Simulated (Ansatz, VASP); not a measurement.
**Two plane-wave programs on CdTe**

The input INCAR:

```
PREC = Accurate ; ENCUT = 520
EDIFF = 1E-6 ; ISMEAR = 0
SIGMA = 0.02 ; LREAL = False
LASPH = True ; NELM = 60
ALGO = Normal ; ISIF = 2
LWAVE = False ; LCHARG = False
GGA = PE ; NBANDS = 16
```

The input KPOINTS:

```
Automatic mesh
0
Gamma
  10 10 10
```

File POSCAR:

```
CdTe
1.0
    0.0000000000      3.3414480392      3.3414480392
    3.3414480392      0.0000000000      3.3414480392
    3.3414480392      3.3414480392      0.0000000000
Cd Te
1 1
Direct
    0.0000000000      0.0000000000      0.0000000000
    0.2500000000      0.2500000000      0.2500000000
```

Input for Ansatz:

```yaml
crystal:
  lattice:
    - [0.0, 3.3414480392, 3.3414480392]
    - [3.3414480392, 0.0, 3.3414480392]
    - [3.3414480392, 3.3414480392, 0.0]
  atoms:
    - { symbol: Cd, position: [0.0, 0.0, 0.0] }
    - { symbol: Te, position: [0.25, 0.25, 0.25] }
basis:
  ecutwfc: 420
kpoints:
  mp_grid: { grid: [10, 10, 10] }
hamiltonian:
  xc: pbe
scf:
  occupations: { method: gaussian, width: 0.02 }
output:
  forces: true
  stress: true
  eigenvalues: true
```

Alike in both runs: task single point; functional PBE; k mesh 10 × 10 × 10; occupations gaussian, width 0.02 eV; no spin polarisation.

|  | VASP | Ansatz |
| --- | --- | --- |
| version | VASP 6.6.1 | Ansatz 0.2.0 |
| potentials or method | VASP PAW PBE potentials, release 64 (Cd, Te), cutoff 520 eV | scalar-relativistic, plane waves, PAW |
| valence electrons in the cell | 18 | 36 |

|  | VASP | Ansatz | Ansatz less VASP |
| --- | --- | --- | --- |
| gap on the k mesh at the Fermi level (eV) | 0.50 | 0.50 | +0.003 |
| least direct gap on the mesh (eV) | 0.50 | 0.50 | +0.003 |
| pressure (GPa) | -0.9 | -1.0 | -0.10 |

The functional is the same, so the differences come from potentials, cutoffs and numerics. VASP's potentials hold 18 valence electrons a cell and Ansatz's 36, so a difference there can come from the potentials and not from the codes.

Neither program's run includes spin-orbit coupling.
